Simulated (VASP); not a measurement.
CaO:

```
CELL_PARAMETERS angstrom
0.00000 2.50758 2.50758
2.50758 0.00000 2.50758
2.50758 2.50758 0.00000
ATOMIC_POSITIONS crystal
Ca 0.00000 0.00000 0.00000
O 0.50000 0.50000 0.50000
```

Base run:

```yaml
Program: VASP 6.6.1
Functional: PBEsol
Potentials_or_basis: VASP PAW PBE potentials, release 64 (Ca_sv, O)
Cutoff: 520 eV
k_mesh: 6 × 6 × 6, shifted
Occupations: fermi-dirac, width 0.1 eV
Spin: no spin polarisation
```

Its results: band gap on the k mesh 3.83 eV, indirect (least direct gap 4.02 eV); pressure -12.3 GPa.

Task: The run is repeated on the same cell with these changes: k mesh from 6 × 6 × 6, shifted to 6 × 6 × 6; further incar settings from ALGO = Normal; EDIFF = 1e-06; NBANDS = 15; ISYM = 0 to ALGO = Normal; EDIFF = 1e-07; NBANDS = 15. What comes out?

Result: Band gap on the k mesh 3.55 eV, indirect (least direct gap 3.62 eV); pressure -12.3 GPa.

Caveats: the PAW data sets were made with another functional, which shifts forces and pressure a little.

A k mesh can miss the band edges.
